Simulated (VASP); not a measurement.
# Si4HC4 in VASP: further runs

The runs below take Si4HC4 through single point, with PBE.

All numbers are computed with VASP 6.6.1; they aren't measurements. Logs are shortened: lines on timing, memory, paths and dates and some standing lists are left out, and cuts for length are marked.

### 1 The cell of the first run

The cell holds a slab with vacuum, 9 atoms: a = 3.097 Å, b = 4.379 Å, c = 20.133 Å, α = 90.00°, β = 90.00°, γ = 90.00°.

### 2 Single point, PBE, collinear spin

File INCAR:

```
ALGO = Normal
DIPOL = 0.5 0.5 0.329
EDIFF = 1E-7
ENCUT = 520
GGA = PE
IDIPOL = 3
ISIF = 2
ISMEAR = 0
ISPIN = 2
LASPH = True
LCHARG = False
LDIPOL = True
LORBIT = 11
LREAL = False
LWAVE = False
MAGMOM = 0 0 0 0 0 0 0 0 1
NBANDS = 30
NELM = 150
PREC = Accurate
SIGMA = 0.05
```

File KPOINTS:

```
k-points
0
Gamma
  9 6 1
```

File POSCAR:

```
Si4HC4
1.0
    3.0967389835      0.0000000000      0.0000000000
    0.0000000000      4.3794502696      0.0000000000
    0.0000000000      0.0000000000     20.1332068409
Si C H
4 4 1
Direct
    0.5000000000      0.5000000000      0.1986767449
    0.0000000000      0.0000000000      0.2755829975
    0.5000000000      0.4971399929      0.3554907356
    0.0000000000      0.9498903522      0.4168952508
    0.0000000000      0.2500000000      0.1986767449
    0.5000000000      0.7500000000      0.2755829975
    0.0000000000      0.2559423736      0.3541649052
    0.5000000000      0.7547379257      0.4288043583
    0.5000000000      1.2547379257      0.4550087256
```

Potentials or basis: VASP PAW PBE potentials, release 64 (Si, C, H).

Launch:

```
> cat potpaw_PBE.64/Si/POTCAR potpaw_PBE.64/C/POTCAR potpaw_PBE.64/H/POTCAR > POTCAR
> mpirun -np 1 vasp_std > vasp.out
```

OUTCAR:

```text
EDIFF = 1E-7
   ENCUT = 520
   GGA = PE
   ISIF = 2
   ISMEAR = 0
   ISPIN = 2
   LASPH = True
   LORBIT = 11
   LREAL = False
   NELM = 150
   PREC = Accurate

 ion  position               nearest neighbor table
   1  0.500  0.500  0.199-   6 1.90   5 1.90   5 1.90   2 3.10   2 3.10   2 3.10   2 3.10
   2  0.000  0.000  0.276-   5 1.90   6 1.90   6 1.90   7 1.94   4 2.85   1 3.10   1 3.10   1 3.10
                             1 3.10   3 3.12   3 3.12   3 3.14   3 3.14
   3  0.500  0.497  0.355-   8 1.86   7 1.87   7 1.87   6 1.95   4 2.80   4 2.80   4 3.11   4 3.11
                             2 3.12   2 3.12   2 3.14   2 3.14
   4  0.000  0.950  0.417-   8 1.78   8 1.78   7 1.84   3 2.80   3 2.80   2 2.85   3 3.11   3 3.11

   5  0.000  0.250  0.199-   2 1.90   1 1.90   1 1.90
   6  0.500  0.750  0.276-   1 1.90   2 1.90   2 1.90   3 1.95
   7  0.000  0.256  0.354-   4 1.84   3 1.87   3 1.87   2 1.94
   8  0.500  0.755  0.429-   4 1.78   4 1.78   3 1.86
   9  0.500  0.255  0.455-

  LATTYP: Found a simple orthorhombic cell.
 ALAT       =     3.0967389835
 B/A-ratio  =     1.4142135624
 C/A-ratio  =     6.5014219630

  Lattice vectors:

 A1 = (   3.0967389835,   0.0000000000,   0.0000000000)
 A2 = (   0.0000000000,   4.3794502696,   0.0000000000)
 A3 = (   0.0000000000,   0.0000000000,  20.1332068409)

Analysis of symmetry for initial positions (statically):
=====================================================================
 Subroutine PRICEL returns:
 Original cell was already a primitive cell.

 Routine SETGRP: Setting up the symmetry group for a
 simple orthorhombic supercell.

 Subroutine GETGRP returns: Found  2 space group operations
 (whereof  2 operations were pure point group operations)
 out of a pool of  8 trial point group operations.

The static configuration has the point symmetry C_1h.

Analysis of symmetry for dynamics (positions and initial velocities):
=====================================================================
 Subroutine PRICEL returns:
 Original cell was already a primitive cell.

 Routine SETGRP: Setting up the symmetry group for a
 simple orthorhombic supercell.

 Subroutine GETGRP returns: Found  2 space group operations
 (whereof  2 operations were pure point group operations)
 out of a pool of  8 trial point group operations.

The dynamic configuration has the point symmetry C_1h.

Analysis of structural, dynamic, and magnetic symmetry:
=====================================================================
 Subroutine PRICEL returns:
 Original cell was already a primitive cell.

 Routine SETGRP: Setting up the symmetry group for a
 simple orthorhombic supercell.

 Subroutine GETGRP returns: Found  2 space group operations
 (whereof  2 operations were pure point group operations)
 out of a pool of  8 trial point group operations.

The overall configuration has the point symmetry C_1h.

 Subroutine INISYM returns: Found  2 space group operations
 (whereof  2 operations are pure point group operations),
 and found     1 'primitive' translations

----------------------------------------------------------------------------------------

                                     Primitive cell

  volume of cell :     273.0468

  direct lattice vectors                    reciprocal lattice vectors
     3.096738983  0.000000000  0.000000000     0.322920338  0.000000000  0.000000000
     0.000000000  4.379450270  0.000000000     0.000000000  0.228339161  0.000000000
     0.000000000  0.000000000 20.133206841     0.000000000  0.000000000  0.049669186

  length of vectors
     3.096738983  4.379450270 20.133206841     0.322920338  0.228339161  0.049669186

  position of ions in fractional coordinates (direct lattice)
     0.500000000  0.500000000  0.198676745
     0.000000000  0.000000000  0.275582998
     0.500000000  0.497139993  0.355490736
     0.000000000  0.949890352  0.416895251
     0.000000000  0.250000000  0.198676745
     0.500000000  0.750000000  0.275582998
     0.000000000  0.255942374  0.354164905
     0.500000000  0.754737926  0.428804358
     0.500000000  0.254737926  0.455008726

  ion indices of the primitive-cell ions
   primitive index   ion index
                 1           1
                 2           2
                 3           3
                 4           4
                 5           5
                 6           6
                 7           7
                 8           8
                 9           9

----------------------------------------------------------------------------------------

 KPOINTS: k-points

Automatic generation of k-mesh.
 Grid dimensions read from file:
 generate k-points for:    9    6    1

 Generating k-lattice:

  Cartesian coordinates                     Fractional coordinates (reciprocal lattice)
     0.035880038  0.000000000  0.000000000     0.111111111  0.000000000  0.000000000
     0.000000000  0.038056527  0.000000000     0.000000000  0.166666667  0.000000000
     0.000000000  0.000000000  0.049669186     0.000000000  0.000000000  1.000000000

  Length of vectors
     0.035880038  0.038056527  0.049669186

  Shift w.r.t. Gamma in fractional coordinates (k-lattice)
     0.000000000  0.000000000  0.000000000

 Subroutine IBZKPT returns following result:
 ===========================================

 Found     20 irreducible k-points:

 Following reciprocal coordinates:
            Coordinates               Weight
  0.000000  0.000000  0.000000      1.000000
  0.111111  0.000000  0.000000      2.000000
  0.222222  0.000000  0.000000      2.000000
  0.333333  0.000000  0.000000      2.000000
  0.444444  0.000000  0.000000      2.000000
  0.000000  0.166667  0.000000      2.000000
[... 12 lines left out ...]
  0.333333  0.500000  0.000000      2.000000
  0.444444  0.500000  0.000000      2.000000
   k-points           NKPTS =     20   k-points in BZ     NKDIM =     20   number of bands    NBANDS=     30
   number of dos      NEDOS =    301   number of ions     NIONS =      9
   total plane-waves  NPLWV = 129600
   dimension x,y,z NGX =    24 NGY =   36 NGZ =  150
   dimension x,y,z NGXF=    48 NGYF=   72 NGZF=  300
   ions per type =               4   4   1
   NGX,Y,Z   is equivalent  to a cutoff of  12.88, 13.67, 12.39 a.u.
   NGXF,Y,Z  is equivalent  to a cutoff of  25.77, 27.33, 24.77 a.u.
 SYSTEM =  unknown system
   PREC   = accura    normal or accurate (medium, high low for compatibility)
   ISTART =      0    job   : 0-new  1-cont  2-samecut
   ICHARG =      2    charge: 1-file 2-atom 10-const
   ISPIN  =      2    spin polarized calculation?
   LNONCOLLINEAR =      F non collinear calculations
   LSORBIT =      F    spin-orbit coupling
   LASPH  =      T    aspherical Exc in radial PAW
   ENCUT  =  520.0 eV  38.22 Ry    6.18 a.u.   5.76  8.14 37.43*2*pi/ulx,y,z
   NELM   =    150;   NELMIN=  2; NELMDL= -5     # of ELM steps
   EDIFF  = 0.1E-06   stopping-criterion for ELM
   LREAL  =      F    real-space projection
   EDIFFG = 0.1E-05   stopping-criterion for IOM
   NSW    =      0    number of steps for IOM
   IBRION =     -1    ionic relax: 0-MD 1-quasi-New 2-CG
   NFREE  =      0    steps in history (QN), initial steepest desc. (CG)
   ISIF   =      2    stress and relaxation
   ISYM   =      2    0-nonsym 1-usesym 2-fastsym
   POTIM  = 0.5000    time-step for ionic-motion
   TEBEG  =    0.0;   TEEND  =   0.0 temperature during run
   PSTRESS=    0.0 pullay stress
   NELECT =      33.0000    total number of electrons
   NUPDOWN=      -1.0000    fix difference up-down
   EMIN   =  10.00;   EMAX   =-10.00  energy-range for DOS
   EFERMI =   0.00;   METHOD = LEGACY
   ISMEAR =     0;   SIGMA  =   0.05  broadening in eV -4-tet -1-fermi 0-gaus
   EFERMI_NEDOS =   21; number of points for ismear=-14 and -15
   IALGO  =     38    algorithm
   IMIX   =      4    mixing-type and parameters
     AMIX     =   0.40;   BMIX     =  1.00
     AMIX_MAG =   1.60;   BMIX_MAG =  1.00
  volume/ion in A,a.u.               =      30.34       204.73
  Fermi-wavevector in a.u.,A,eV,Ry     =   0.809407  1.529558  8.913722  0.655140
  Thomas-Fermi vector in A             =   1.918392
   LORBIT       =     11    0 simple, 1 ext, 2 COOP (PROOUT), +10 PAW based schemes
   GGA     = PE    functional components
   LHFCALC =     F    Hartree Fock is set to
   AEXX    =    0.0000 exact exchange contribution
   IVDW    =     0    specifies the selected vdW correction
   LEPSILON=     F    determine dielectric tensor
   LRPA    =     F    only Hartree local field effects (RPA)
 spin polarized calculation
 Gauss-broadening in eV      SIGMA  =   0.05
  energy-cutoff  :      520.00
  volume of cell :      273.05
 maximum number of plane-waves:      7424
 NGX is ok and might be reduce to    24
   NGX = 11   NGY = 17   NGZ = 75

 dipolmoment           0.000000      0.000000     -0.029530 electrons x Angstroem

 number of electron      32.9999997 magnetization       0.1976981

 dipolmoment           0.000000      0.000000      0.023702 electrons x Angstroem

 Free energy of the ion-electron system (eV)
  ---------------------------------------------------
  ext. energy  EPLUGINS =         0.00000000
  ---------------------------------------------------
  free energy    TOTEN  =       -56.20842368 eV

  energy without entropy =      -56.20485028  energy(sigma->0) =      -56.20663698

 E-fermi :  -0.8117     XC(G=0):  -4.4662

 val. band max:       -0.8176481690   @ k =   0.0000   0.5000   0.0000
 cond. band min:      -0.8057607045   @ k =   0.1111   0.1667   0.0000
 fundamental gap:      0.0118874644
 Fermi energy:        -0.8117323882

 spin component 1

 k-point     1 :       0.0000    0.0000    0.0000
  band No.  band energies     occupation
      1     -16.5940      1.00000
      2     -14.7758      1.00000
      3     -12.6185      1.00000
      4     -11.7415      1.00000
      5      -9.1103      1.00000
      6      -7.9414      1.00000
[... 20 lines left out ...]
     27       5.9057      0.00000
[... 566 lines left out ...]
      5     -10.0091      1.00000
      6      -9.5730      1.00000
[... 20 lines left out ...]
     27       6.9727      0.00000
     28       7.1766      0.00000
 Fermi energy:        -0.8117323882

 spin component 2

 k-point     1 :       0.0000    0.0000    0.0000
  band No.  band energies     occupation
      1     -16.5641      1.00000
      2     -14.7487      1.00000
      3     -12.5786      1.00000
      4     -11.7328      1.00000
      5      -9.0799      1.00000
      6      -7.9110      1.00000
[... 20 lines left out ...]
     27       5.9138      0.00000
[... 566 lines left out ...]
      5      -9.9855      1.00000
      6      -9.5450      1.00000
[... 20 lines left out ...]
     27       6.9848      0.00000
     28       7.1825      0.00000
 [bands above 28 left out]

------------------------ aborting loop because EDIFF is reached ----------------------------------------

 vacuum level on the upper side and lower side of the slab       (xc-potential included)         0.179        -0.131

  FORCE on cell =-STRESS in cart. coord.  units (eV):
  Direction    XX          YY          ZZ          XY          YZ          ZX
  --------------------------------------------------------------------------------------
  -------------------------------------------------------------------------------------
  Total       -0.0112764     -2.3012036     -0.3068446      0.0000000      2.4635724      0.0000000
  in kB       -0.0661673    -13.5029443     -1.8004948      0.0000000     14.4556874      0.0000000
  external PRESSURE =      -5.1232021 kB  Pullay stress =       0.0000000 kB

 VOLUME and BASIS-vectors are now :
 -----------------------------------------------------------------------------
  energy-cutoff  :      520.00
  volume of cell :      273.05
      direct lattice vectors                 reciprocal lattice vectors
     3.096738983  0.000000000  0.000000000     0.322920338  0.000000000  0.000000000
     0.000000000  4.379450270  0.000000000     0.000000000  0.228339161  0.000000000
     0.000000000  0.000000000 20.133206841     0.000000000  0.000000000  0.049669186

 POSITION                                       TOTAL-FORCE (eV/Angst)
 -----------------------------------------------------------------------------------
      1.54837      2.18973      4.00000         0.000000     -2.661293      1.672194
      0.00000      0.00000      5.54837         0.000000      0.451763     -1.117508
      1.54837      2.17720      7.15717         0.000000     -0.806736     -0.554805
      0.00000      4.16000      8.39344         0.000000      1.919384      1.367806
      0.00000      1.09486      4.00000         0.000000      1.785793     -0.394563
      1.54837      3.28459      5.54837         0.000000      0.552563     -0.044101
      0.00000      1.12089      7.13048         0.000000     -0.310830     -1.047532
      1.54837      3.30534      8.63321         0.000000     -1.513975      0.117043
      1.54837      1.11561      9.16078         0.000000      0.583330      0.001466
 -----------------------------------------------------------------------------------
    total drift:                                0.000000     -0.000042      0.000148

  FREE ENERGIE OF THE ION-ELECTRON SYSTEM (eV)
  ---------------------------------------------------
  free  energy   TOTEN  =       -56.2084236821 eV

  energy  without entropy=      -56.2048502781  energy(sigma->0) =      -56.20663698

 vacuum level on the upper side and lower side of the slab         4.423         4.109

 total charge

# of ion       s       p       d       tot
------------------------------------------
    1        0.754   0.843   0.000   1.597
    2        0.709   0.927   0.000   1.636
    3        0.710   0.948   0.000   1.657
    4        0.735   0.934   0.000   1.669
    5        0.865   1.520   0.000   2.385
    6        0.850   1.645   0.000   2.495
    7        0.854   1.685   0.000   2.539
    8        0.891   1.600   0.000   2.491
    9        0.431   0.007   0.000   0.438
--------------------------------------------------
tot          6.797  10.109   0.000  16.906

 magnetization (x)

# of ion       s       p       d       tot
------------------------------------------
    1       -0.002  -0.005   0.000  -0.007
    2       -0.000   0.001   0.000   0.001
    3        0.003   0.005   0.000   0.008
    4        0.001   0.005   0.000   0.006
    5       -0.000   0.001   0.000   0.001
    6       -0.000   0.003   0.000   0.003
    7        0.001   0.011   0.000   0.011
    8        0.004   0.045   0.000   0.049
    9        0.033   0.000   0.000   0.033
--------------------------------------------------
tot          0.039   0.066   0.000   0.105
```

Run time: 13 min. Hardware: 1 thread of Oxide Virtual Turin-like, shared host; peak memory 0.56 GiB.

Results:

- Free energy: -56.2084 eV
- Largest force: 3.143 eV/Å
- Net moment: 0.20 μB per cell
- Site moments: Si -0.01, +0.00, +0.01 (each value once); C +0.00, +0.01, +0.05 (each value once); H +0.03 μB
- Valence electrons inside the program's atomic spheres: Si 1.60, 1.64, 1.66, 1.67; C 2.38, 2.50, 2.54, 2.49; H 0.44

Forces on the atoms (eV/Å):
```
Si   0.000 -2.661  1.672
Si   0.000  0.452 -1.118
Si   0.000 -0.807 -0.555
Si   0.000  1.919  1.368
C    0.000  1.786 -0.395
C    0.000  0.553 -0.044
C    0.000 -0.311 -1.048
C    0.000 -1.514  0.117
H    0.000  0.583  0.001
```

Levels at points of the mesh, in eV from the Fermi level:
Spin up:
| k point | band 13 | band 14 | band 15 | band 16 | band 17 | band 18 | band 19 | band 20 | band 21 | band 22 |
| --- | --- | --- | --- | --- | --- | --- | --- | --- | --- | --- |
| (0.00, 0.00, 0.00) | -2.24 | -1.62 | -0.73 | -0.61 | -0.45 | 1.08 | 1.87 | 3.47 | 4.28 | 4.73 |
| (0.00, 0.50, 0.00) | -2.19 | -1.65 | -1.37 | -0.62 | -0.17 | 0.61 | 3.50 | 4.15 | 4.38 | 5.19 |
Spin down:
| k point | band 14 | band 15 | band 16 | band 17 | band 18 | band 19 |
| --- | --- | --- | --- | --- | --- | --- |
| (0.00, 0.00, 0.00) | -1.60 | -0.73 | -0.53 | -0.37 | 1.08 | 1.89 |
| (0.00, 0.50, 0.00) | -1.55 | -1.37 | -0.60 | -0.01 | 0.57 | 3.53 |

### 3 Single point, PBE, collinear spin

File INCAR:

```
SYSTEM = Si4HC4
PREC = Accurate
ENCUT = 520
EDIFF = 1E-6
ISMEAR = 0
SIGMA = 0.05
LREAL = .FALSE.
LASPH = .TRUE.
NELM = 150
ALGO = Normal
ISIF = 2
LWAVE = .FALSE.
LCHARG = .FALSE.
ISPIN = 2
MAGMOM = 0 0 0 0 0 0 0 0 1
LORBIT = 11
LDIPOL = .TRUE.
IDIPOL = 3
DIPOL = 0.5 0.5 0.333
GGA = PE
NBANDS = 30
```

File KPOINTS:

```
Automatic mesh
0
G
  9 6 1
  0 0 0
```

POSCAR, as its differences from that of step 2:

```diff
@@ -16,2 +16,2 @@
     0.5000000000      0.7547379257      0.4288043583
-    0.5000000000      1.2547379257      0.4550087256
+    1.0000000000      0.7547379257      0.4900780339
```

Potentials or basis: VASP PAW PBE potentials, release 64 (Si, C, H).

Launch:

```
> cat potpaw_PBE.64/Si/POTCAR potpaw_PBE.64/C/POTCAR potpaw_PBE.64/H/POTCAR > POTCAR
> mpirun -np 1 vasp_std > vasp.out
```

Wall time 12 min (1 thread of Oxide Virtual Turin-like, shared host); peak memory 0.56 GiB.

It converged, with:

```yaml
Free_energy: -56.5322 eV
Largest_force: 3.208 eV/Å
Net_moment: 0.07 μB per cell
Site_moments: Si +0.04, +0.00, -0.00 (each value once); C -0.01, +0.00, -0.00 (each value once); H -0.00 μB
Valence_electrons_inside_the_program's_atomic_spheres: Si 1.60, 1.63, 1.65, 1.71; C 2.38, 2.49, 2.54 (each value once); H 0.46
```

Forces in eV/Å, atoms in the order of the input:
```
Si   0.000 -2.808  1.552
Si   0.000  0.414 -1.299
Si   0.000 -0.111 -0.542
Si   0.000  0.133  0.612
C    0.000  1.680 -0.207
C    0.000  0.722  0.368
C    0.000 -0.253  0.094
C    0.000 -0.261 -0.576
H    0.000  0.484 -0.003
```

Levels at points of the mesh, in eV from the Fermi level:
Spin up:
| k point | band 12 | band 13 | band 14 | band 15 | band 16 | band 17 | band 18 | band 19 | band 20 | band 21 |
| --- | --- | --- | --- | --- | --- | --- | --- | --- | --- | --- |
| (0.00, 0.00, 0.00) | -3.22 | -2.59 | -2.13 | -1.08 | -1.04 | -0.08 | 0.66 | 1.67 | 2.63 | 3.18 |
| (0.00, 0.50, 0.00) | -2.92 | -2.61 | -2.12 | -1.62 | -0.89 | 0.12 | 0.79 | 1.37 | 3.78 | 3.96 |
Spin down:
```
           k point  band 14  band 15  band 16  band 17  band 18  band 19
(0.00, 0.00, 0.00)    -2.13    -1.08    -1.03    -0.08     0.78     1.69
(0.00, 0.50, 0.00)    -2.12    -1.61    -0.90     0.26     0.82     1.39
```
